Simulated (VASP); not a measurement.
Here is a VASP 6.6.1 calculation.

INCAR

```
PREC = Accurate ; ENCUT = 520
EDIFF = 1E-6 ; ISMEAR = 0
SIGMA = 0.15 ; LREAL = F
LASPH = T ; NELM = 60
ALGO = Fast ; ISIF = 2
LWAVE = F ; LCHARG = F
GGA = PE ; NBANDS = 12
```

KPOINTS

```
Automatic mesh
0
Gamma
  20 20 20
```

The input POSCAR:

```
Ta
1.0
   -1.7269620584      1.7269620584      1.5323334344
    1.7269620584     -1.7269620584      1.5323334344
    1.7269620584      1.7269620584     -1.5323334344
Ta
1
Direct
    0.0000000000      0.0000000000      0.0000000000
```

Potentials or basis: VASP PAW PBE potentials, release 64 (Ta_pv).

Command:

```bash
$ cat potpaw_PBE.64/Ta_pv/POTCAR > POTCAR
$ mpirun -np 1 vasp_std > vasp.out
```

What does it give for the pressure?

1.5 GPa.

Predict the band gap on the k mesh.

zero (an odd number of electrons rules out a gap without spin polarisation).

Stress tensor (GPa, compression positive):
```
-1.16  0.00  0.00
 0.00 -1.16  0.00
 0.00  0.00  6.72
```

Caveat: spin-orbit coupling is left out, which moves the levels of the heavy elements.
